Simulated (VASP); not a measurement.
# AlB2As3 (P3m1) in VASP: a series of runs, part 2 of 3

VASP 6.6.1. Earlier steps stand in the parts before.

### 3 Single point, PBE

This run uses another cell than the first one, of 17.11 Å³/atom.

Input file INCAR:

```
SYSTEM = AlB2As3
PREC = Accurate ; ENCUT = 520
EDIFF = 1E-6 ; ISMEAR = 0
SIGMA = 0.1 ; LREAL = .FALSE.
LASPH = .TRUE. ; NELM = 100
ALGO = Normal ; ISIF = 2
LWAVE = .FALSE. ; LCHARG = .FALSE.
GGA = PE ; NBANDS = 36
```

Input file KPOINTS:

```
Automatic mesh
0
G
  6 6 1
  0 0 0
```

Input file POSCAR:

```
AlB2As3
1.0
    3.6364835000      0.0000000000      0.0000000000
   -1.8182417500      3.1492870900      0.0000000000
    0.0000000000      0.0000000000     17.9293284500
Al B As
2 4 6
Direct
    0.3333333300      0.6666666700      0.6668943300
    0.6666666700      0.3333333300      0.8335610000
    0.3333333300      0.6666666700      0.0002276700
    0.3333333300      0.6666666700      0.3335610000
    0.6666666700      0.3333333300      0.1668943300
    0.6666666700      0.3333333300      0.5002276700
    0.3333333300      0.6666666700      0.1251056700
    0.3333333300      0.6666666700      0.4584390000
    0.3333333300      0.6666666700      0.7917723400
    0.6666666700      0.3333333300      0.2917723400
    0.6666666700      0.3333333300      0.6251056700
    0.6666666700      0.3333333300      0.9584390000
```

Potentials or basis: VASP PAW PBE potentials, release 64 (Al, B, As).

Launch:

```
$ cat potpaw_PBE.64/Al/POTCAR potpaw_PBE.64/B/POTCAR potpaw_PBE.64/As/POTCAR > POTCAR
$ mpirun -np 1 vasp_std > vasp.out
```

OUTCAR:

```text
SYSTEM = AlB2As3
   PREC = Accurate
   ENCUT = 520
   EDIFF = 1E-6
   ISMEAR = 0
   LREAL = .FALSE.
   LASPH = .TRUE.
   NELM = 100
   ISIF = 2
   GGA = PE

 ion  position               nearest neighbor table
   1  0.333  0.667  0.667-  11 2.23  11 2.23  11 2.23   9 2.24
   2  0.667  0.333  0.834-   9 2.23   9 2.23   9 2.23  12 2.24
   3  0.333  0.667  0.000-  12 2.23  12 2.23  12 2.23   7 2.24
   4  0.333  0.667  0.334-  10 2.23  10 2.23  10 2.23   8 2.24
   5  0.667  0.333  0.167-   7 2.23   7 2.23   7 2.23  10 2.24
   6  0.667  0.333  0.500-   8 2.23   8 2.23   8 2.23  11 2.24
   7  0.333  0.667  0.125-   5 2.23   5 2.23   5 2.23   3 2.24
   8  0.333  0.667  0.458-   6 2.23   6 2.23   6 2.23   4 2.24
   9  0.333  0.667  0.792-   2 2.23   2 2.23   2 2.23   1 2.24
  10  0.667  0.333  0.292-   4 2.23   4 2.23   4 2.23   5 2.24
  11  0.667  0.333  0.625-   1 2.23   1 2.23   1 2.23   6 2.24
  12  0.667  0.333  0.958-   3 2.23   3 2.23   3 2.23   2 2.24

  LATTYP: Found a hexagonal cell.
 ALAT       =     3.6364835000
 C/A-ratio  =     4.9304028053

  Lattice vectors:

 A1 = (   3.6364835000,   0.0000000000,   0.0000000000)
 A2 = (  -1.8182417500,   3.1492870900,   0.0000000000)
 A3 = (   0.0000000000,   0.0000000000,  17.9293284500)

Analysis of symmetry for initial positions (statically):
=====================================================================
 Subroutine PRICEL returns:
 Original cell was already a primitive cell.

 Routine SETGRP: Setting up the symmetry group for a
 hexagonal supercell.

 Subroutine GETGRP returns: Found  6 space group operations
 (whereof  6 operations were pure point group operations)
 out of a pool of 24 trial point group operations.

The static configuration has the point symmetry C_3v.

Analysis of symmetry for dynamics (positions and initial velocities):
=====================================================================
 Subroutine PRICEL returns:
 Original cell was already a primitive cell.

 Routine SETGRP: Setting up the symmetry group for a
 hexagonal supercell.

 Subroutine GETGRP returns: Found  6 space group operations
 (whereof  6 operations were pure point group operations)
 out of a pool of 24 trial point group operations.

The dynamic configuration has the point symmetry C_3v.

 Subroutine INISYM returns: Found  6 space group operations
 (whereof  6 operations are pure point group operations),
 and found     1 'primitive' translations

----------------------------------------------------------------------------------------

                                     Primitive cell

  volume of cell :     205.3326

  direct lattice vectors                    reciprocal lattice vectors
     3.636483500  0.000000000  0.000000000     0.274990936  0.158766091  0.000000000
    -1.818241750  3.149287090  0.000000000     0.000000000  0.317532182  0.000000000
     0.000000000  0.000000000 17.929328450     0.000000000  0.000000000  0.055774537

  length of vectors
     3.636483500  3.636483499 17.929328450     0.317532181  0.317532182  0.055774537

  position of ions in fractional coordinates (direct lattice)
     0.333333330  0.666666670  0.666894330
     0.666666670  0.333333330  0.833561000
     0.333333330  0.666666670  0.000227670
     0.333333330  0.666666670  0.333561000
     0.666666670  0.333333330  0.166894330
     0.666666670  0.333333330  0.500227670
     0.333333330  0.666666670  0.125105670
     0.333333330  0.666666670  0.458439000
[... 61 lines left out ...]
   NGX,Y,Z   is equivalent  to a cutoff of  12.80, 12.80, 12.98 a.u.
   NGXF,Y,Z  is equivalent  to a cutoff of  25.60, 25.60, 25.96 a.u.
 SYSTEM =  AlB2As3
   PREC   = accura    normal or accurate (medium, high low for compatibility)
   ISTART =      0    job   : 0-new  1-cont  2-samecut
   ICHARG =      2    charge: 1-file 2-atom 10-const
   ISPIN  =      1    spin polarized calculation?
   LNONCOLLINEAR =      F non collinear calculations
   LSORBIT =      F    spin-orbit coupling
   LASPH  =      T    aspherical Exc in radial PAW
   ENCUT  =  520.0 eV  38.22 Ry    6.18 a.u.   6.76  6.76 33.34*2*pi/ulx,y,z
   NELM   =    100;   NELMIN=  2; NELMDL= -5     # of ELM steps
   EDIFF  = 0.1E-05   stopping-criterion for ELM
   LREAL  =      F    real-space projection
   EDIFFG = 0.1E-04   stopping-criterion for IOM
   NSW    =      0    number of steps for IOM
   IBRION =     -1    ionic relax: 0-MD 1-quasi-New 2-CG
   NFREE  =      0    steps in history (QN), initial steepest desc. (CG)
   ISIF   =      2    stress and relaxation
   ISYM   =      2    0-nonsym 1-usesym 2-fastsym
   POTIM  = 0.5000    time-step for ionic-motion
   TEBEG  =    0.0;   TEEND  =   0.0 temperature during run
   PSTRESS=    0.0 pullay stress
   NELECT =      48.0000    total number of electrons
   NUPDOWN=      -1.0000    fix difference up-down
   EMIN   =  10.00;   EMAX   =-10.00  energy-range for DOS
   EFERMI =   0.00;   METHOD = LEGACY
   ISMEAR =     0;   SIGMA  =   0.10  broadening in eV -4-tet -1-fermi 0-gaus
   EFERMI_NEDOS =   21; number of points for ismear=-14 and -15
   IALGO  =     38    algorithm
   IMIX   =      4    mixing-type and parameters
     AMIX     =   0.40;   BMIX     =  1.00
     AMIX_MAG =   1.60;   BMIX_MAG =  1.00
  volume/ion in A,a.u.               =      17.11       115.47
  Fermi-wavevector in a.u.,A,eV,Ry     =   1.008485  1.905760 13.837686  1.017041
  Thomas-Fermi vector in A             =   2.141354
   LORBIT       =      0    0 simple, 1 ext, 2 COOP (PROOUT), +10 PAW based schemes
   GGA     = PE    functional components
   LHFCALC =     F    Hartree Fock is set to
   AEXX    =    0.0000 exact exchange contribution
   IVDW    =     0    specifies the selected vdW correction
   LEPSILON=     F    determine dielectric tensor
   LRPA    =     F    only Hartree local field effects (RPA)
 non-spin polarized calculation
 Gauss-broadening in eV      SIGMA  =   0.10
  energy-cutoff  :      520.00
  volume of cell :      205.33
 maximum number of plane-waves:      5541
 NGX is ok and might be reduce to    28
   NGX = 13   NGY = 13   NGZ = 67

 number of electron      47.9999998 magnetization

 Free energy of the ion-electron system (eV)
  ---------------------------------------------------
  ext. energy  EPLUGINS =         0.00000000
  ---------------------------------------------------
  free energy    TOTEN  =       -59.86943143 eV

  energy without entropy =      -59.86943143  energy(sigma->0) =      -59.86943143

 E-fermi :   5.4548     XC(G=0):  -9.8051

 val. band max:        5.0309215306   @ k =   0.0000   0.0000   0.0000
 cond. band min:       5.8773265337   @ k =   0.5000  -0.0000   0.0000
 fundamental gap:      0.8464050031
 Fermi energy:         5.4548387335

 k-point     1 :       0.0000    0.0000    0.0000
  band No.  band energies     occupation
      1      -8.9999      2.00000
      2      -8.4279      2.00000
      3      -8.3926      2.00000
      4      -7.5276      2.00000
      5      -7.4261      2.00000
      6      -6.6547      2.00000
[... 262 lines left out ...]
     35      11.0764      0.00000
     36      11.1773      0.00000

------------------------ aborting loop because EDIFF is reached ----------------------------------------

  FORCE on cell =-STRESS in cart. coord.  units (eV):
  Direction    XX          YY          ZZ          XY          YZ          ZX
  --------------------------------------------------------------------------------------
  -------------------------------------------------------------------------------------
  Total        2.9616112      2.9616112      4.3174887     -0.0000000      0.0000000      0.0000000
  in kB       23.1089774     23.1089774     33.6886719     -0.0000000      0.0000000      0.0000000
  external PRESSURE =      26.6355422 kB  Pullay stress =       0.0000000 kB

 VOLUME and BASIS-vectors are now :
 -----------------------------------------------------------------------------
  energy-cutoff  :      520.00
  volume of cell :      205.33
      direct lattice vectors                 reciprocal lattice vectors
     3.636483500  0.000000000  0.000000000     0.274990936  0.158766091  0.000000000
    -1.818241750  3.149287090  0.000000000     0.000000000  0.317532182  0.000000000
     0.000000000  0.000000000 17.929328450     0.000000000  0.000000000  0.055774537

 POSITION                                       TOTAL-FORCE (eV/Angst)
 -----------------------------------------------------------------------------------
     -0.00000      2.09952     11.95697         0.000000     -0.000000     -0.265066
      1.81824      1.04976     14.94519        -0.000000     -0.000000     -0.071344
     -0.00000      2.09952      0.00408         0.000000      0.000000      0.376178
     -0.00000      2.09952      5.98052        -0.000000     -0.000000     -0.066256
      1.81824      1.04976      2.99230        -0.000000     -0.000000     -0.061865
      1.81824      1.04976      8.96875         0.000000     -0.000000     -0.187007
     -0.00000      2.09952      2.24306        -0.000000     -0.000000      0.069462
     -0.00000      2.09952      8.21950         0.000000      0.000000     -0.014540
     -0.00000      2.09952     14.19595         0.000000     -0.000000     -0.022074
      1.81824      1.04976      5.23128        -0.000000     -0.000000      0.059515
      1.81824      1.04976     11.20772        -0.000000      0.000000     -3.638483
      1.81824      1.04976     17.18417         0.000000     -0.000000      3.821480
 -----------------------------------------------------------------------------------
    total drift:                               -0.000000     -0.000000      0.001686

  FREE ENERGIE OF THE ION-ELECTRON SYSTEM (eV)
  ---------------------------------------------------
  free  energy   TOTEN  =       -59.8694314255 eV

  energy  without entropy=      -59.8694314253  energy(sigma->0) =      -59.86943143
```

Wall time 40 s (1 thread of Intel Xeon 6975P-C (Granite Rapids), shared host); peak memory 0.32 GiB.

Results:

```yaml
Free_energy: -59.8694 eV
Pressure: 2.7 GPa
Largest_force: 3.821 eV/Å
Band_gap_on_the_k_mesh: 0.85 eV (least direct gap 1.23 eV)
```

Forces on the atoms (eV/Å):
```
Al   0.000  0.000 -0.265
Al   0.000  0.000 -0.071
B    0.000  0.000  0.376
B    0.000  0.000 -0.066
B    0.000  0.000 -0.062
B    0.000  0.000 -0.187
As   0.000  0.000  0.069
As   0.000  0.000 -0.015
As   0.000  0.000 -0.022
As   0.000  0.000  0.060
As   0.000  0.000 -3.638
As   0.000  0.000  3.821
```

Stress tensor (GPa, compression positive):
```
2.31 0.00 0.00
0.00 2.31 0.00
0.00 0.00 3.37
```

Levels at points of the mesh, in eV from the valence-band top:
```
           k point  band 21  band 22  band 23  band 24  band 25  band 26  band 27  band 28
(0.00, 0.00, 0.00)    -0.47    -0.28     0.00     0.00     1.23     1.46     1.91     2.19
(0.50, 0.00, 0.00)    -2.26    -2.25    -2.04    -1.50     0.85     1.32     1.48     1.60
```

Caveat: forces of over 1 eV/Å act on the atoms, so gaps and moduli don't describe the material at rest. A k mesh can miss the band edges.

### 4 Relaxation of cell and atoms, PBE

This run uses another cell than the first one, of 17.11 Å³/atom.

Input file INCAR:

```
SYSTEM = AlB2As3
PREC     = Accurate       ! precision mode
ENCUT    = 600            ! plane-wave cutoff, eV
EDIFF    = 1E-6           ! SCF threshold, eV
ISMEAR   = 0              ! smearing method
SIGMA    = 0.1            ! smearing width, eV
LREAL    = .False.        ! projectors in reciprocal space
LASPH    = .True.         ! aspherical terms in the spheres
NELM     = 100            ! most SCF steps
ALGO     = Normal         ! electronic algorithm
ISIF     = 3              ! what is computed and relaxed
LWAVE    = .False.        ! write WAVECAR
LCHARG   = .False.        ! write CHGCAR
GGA      = PE             ! functional
IBRION   = 2              ! ionic algorithm
NSW      = 90             ! ionic steps
EDIFFG   = -0.04          ! ionic threshold
```

Input file KPOINTS:

```
Automatic mesh
0
Gamma
  6 6 1
  0 0 0
```

POSCAR is that of step 3.

Launch:

```
$ cat potpaw_PBE.64/Al/POTCAR potpaw_PBE.64/B/POTCAR potpaw_PBE.64/As/POTCAR > POTCAR
$ mpirun -np 1 vasp_std > vasp.out
```

Wall time 7.5 min (1 thread of Intel Xeon 6975P-C (Granite Rapids), shared host); peak memory 0.39 GiB.

Results (log left out):

- Free energy: -61.9074 eV
- Relaxed volume: 16.89 Å³/atom
- Relaxed cell: a = 3.583 Å, b = 3.583 Å, c = 18.231 Å, α = 90.00°, β = 90.00°, γ = 120.00°
- Space group after relaxing (to 0.1 Å): P3m1 (No. 156)
- Energy gained by relaxing: 169.6 meV/atom
- Ionic steps: 18
- Pressure after relaxing: 0.0 GPa
- Largest force after relaxing: 0.033 eV/Å
- Band gap on the k mesh: 0.14 eV (least direct gap 0.15 eV)

Forces in eV/Å, atoms in the order of the input:
```
Al   0.000  0.000  0.024
Al   0.000  0.000 -0.002
B    0.000  0.000  0.020
B    0.000  0.000 -0.012
B    0.000  0.000  0.030
B    0.000  0.000 -0.033
As   0.000  0.000  0.032
As   0.000  0.000 -0.024
As   0.000  0.000 -0.009
As   0.000  0.000 -0.001
As   0.000  0.000 -0.009
As   0.000  0.000 -0.017
```

Step by step:
```tsv
step	energy change (eV)	largest force (eV/Å)	pressure (GPa)	volume (Å³)
1	0.0000	3.8220	2.66	205.33
2	-0.7830	1.8579	-2.52	213.89
3	-0.7887	1.9550	-2.90	214.70
4	-1.2788	1.4316	-0.85	208.20
5	-1.4393	2.2755	1.69	202.04
6	-1.7207	1.2128	1.48	200.99
7	-1.7653	1.1979	1.52	200.36
8	-1.8889	0.6455	0.00	202.96
9	-1.9492	0.6304	-1.73	206.37
10	-2.0104	0.3950	-0.36	203.60
11	-2.0170	0.3115	0.31	202.38
12	-2.0282	0.1536	0.16	202.54
13	-2.0284	0.1351	0.14	202.57
14	-2.0315	0.1148	-0.10	202.98
15	-2.0322	0.1191	-0.29	203.32
16	-2.0343	0.0863	-0.10	202.92
17	-2.0346	0.1001	0.03	202.67
18	-2.0353	0.0327	0.03	202.65
```

Final structure:
```
CELL_PARAMETERS angstrom
3.58259 0.00000 0.00000
-1.79130 3.10261 0.00000
0.00000 0.00000 18.23115
ATOMIC_POSITIONS crystal
Al 0.33333 0.66667 0.65525
Al 0.66667 0.33333 0.84862
B 0.33333 0.66667 0.02211
B 0.33333 0.66667 0.32817
B 0.66667 0.33333 0.17505
B 0.66667 0.33333 0.48073
As 0.33333 0.66667 0.13793
As 0.33333 0.66667 0.44399
As 0.33333 0.66667 0.78856
As 0.66667 0.33333 0.29086
As 0.66667 0.33333 0.59553
As 0.66667 0.33333 0.98520
```

Levels at points of the mesh, in eV from the valence-band top:
| k point | band 21 | band 22 | band 23 | band 24 | band 25 | band 26 | band 27 | band 28 |
| --- | --- | --- | --- | --- | --- | --- | --- | --- |
| (0.00, 0.00, 0.00) | -0.44 | -0.44 | 0.00 | 0.00 | 0.15 | 0.59 | 1.05 | 1.30 |
| (0.50, 0.00, 0.00) | -3.08 | -2.88 | -2.18 | -1.57 | 0.14 | 0.28 | 0.53 | 0.82 |

Caveat: semilocal functionals underestimate gaps, and a narrow one can read as zero. A k mesh can miss the band edges.

(Continued in part 3 of 3.)
